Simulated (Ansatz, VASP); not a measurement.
**TaC5 in VASP and in Ansatz**

```
Ta C
1.0
     2.56308   -3.95209    0.00000
     2.56308    3.95209    0.00000
     0.00000    0.00000    4.31409
Ta C
1 5
Cartesian
  2.5631 0.0000 0.0000
  2.5631 -1.7045 0.0000
  2.5631 1.7045 0.0000
  1.2815 1.9760 2.1213
  1.2815 -1.9760 2.1928
  0.0000 0.0000 0.0000
```

Alike in both runs: task relaxation of cell and atoms; functional PBE; k mesh 4 × 4 × 4; occupations gaussian, width 0.1 eV; no spin polarisation.

|  | VASP | Ansatz |
| --- | --- | --- |
| version | VASP 6.6.1 | Ansatz 0.2.0 |
| potentials or method | VASP PAW PBE potentials, release 64 (Ta_pv, C), cutoff 600 eV | scalar-relativistic, plane waves, PAW |
| valence electrons in the cell | 31 | 33 |

|  | VASP | Ansatz | Ansatz less VASP |
| --- | --- | --- | --- |
| gap on the k mesh at the Fermi level, each at its own relaxed structure (eV) | none | none | - |
| relaxed volume (Å³/atom) | 10.39 | 10.37 | -0.017 |
| relaxed length of the cell vector where the two differ most in proportion (Å) | 3.285 | 3.279 | -0.0055 |

A gap of «none» marks a metal or a gap that the smearing closes. VASP's potentials hold 31 valence electrons a cell and Ansatz's 33, so a difference there can come from the potentials and not from the codes.

The k mesh is coarse, so the values compare programs but aren't converged. Neither program's run includes spin-orbit coupling. Noted on VASP's run: the volume moved by over 15 % at a fixed basis, so the end points are rough.
